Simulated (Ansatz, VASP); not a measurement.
## Ti in VASP and in Ansatz

Contents of INCAR:

```
SYSTEM = Ti
ALGO = Normal ; EDIFF = 1E-6
ENCUT = 520 ; GGA = PE
ISIF = 2 ; ISMEAR = -1
LASPH = .TRUE. ; LCHARG = .FALSE.
LREAL = .FALSE. ; LWAVE = .FALSE.
NBANDS = 12 ; NELM = 100
PREC = Accurate ; SIGMA = 0.08
```

KPOINTS

```
k-points
0
G
  15 15 14
  0 0 0
```

POSCAR

```
Ti
1.0
    2.2155020026      0.0000000000      0.0000000000
   -1.1077510013      1.9186810164      0.0000000000
    0.0000000000      0.0000000000      2.1651587868
Ti
1
Direct
    0.0000000000      0.0000000000      0.0000000000
```

Input for Ansatz:

```yaml
crystal:
  lattice:
    - [2.2155020026, 0.0, 0.0]
    - [-1.1077510013, 1.9186810164, 0.0]
    - [0.0, 0.0, 2.1651587868]
  atoms:
    - { symbol: Ti, position: [0.0, 0.0, 0.0] }
kpoints:
  mp_grid: { grid: [15, 15, 14] }
scf:
  occupations: { method: fermi_dirac, width: 0.08 }
hamiltonian:
  xc: pbe
  pseudopotentials: { kind: all_electron, lapw: { basis_error: 0.001 } }
output:
  forces: true
  stress: true
  eigenvalues: true
  populations: true
```

Change from the starting cell: volume scaled by 0.52, LAPW.

Alike in both runs: task single point; functional PBE; k mesh 15 × 15 × 14; occupations fermi-dirac, width 0.08 eV; no spin polarisation.

|  | VASP | Ansatz |
| --- | --- | --- |
| version | VASP 6.6.1 | Ansatz 0.2.0 |
| potentials or method | VASP PAW PBE potentials, release 64 (Ti_sv), cutoff 520 eV | all-electron LAPW, scalar-relativistic |

```tsv
	VASP	Ansatz	Ansatz less VASP
pressure (GPa)	188.1	186.5	-1.62
traceless stress, the component that is largest in VASP (GPa)	-1.33	-0.27	+1.062
```

Both programs put the cell under a high pressure, so it lies far from rest at this level. Ansatz ran all-electron here, and VASP with PAW potentials.

Noted on VASP's run: the cell as given lies far from equilibrium.
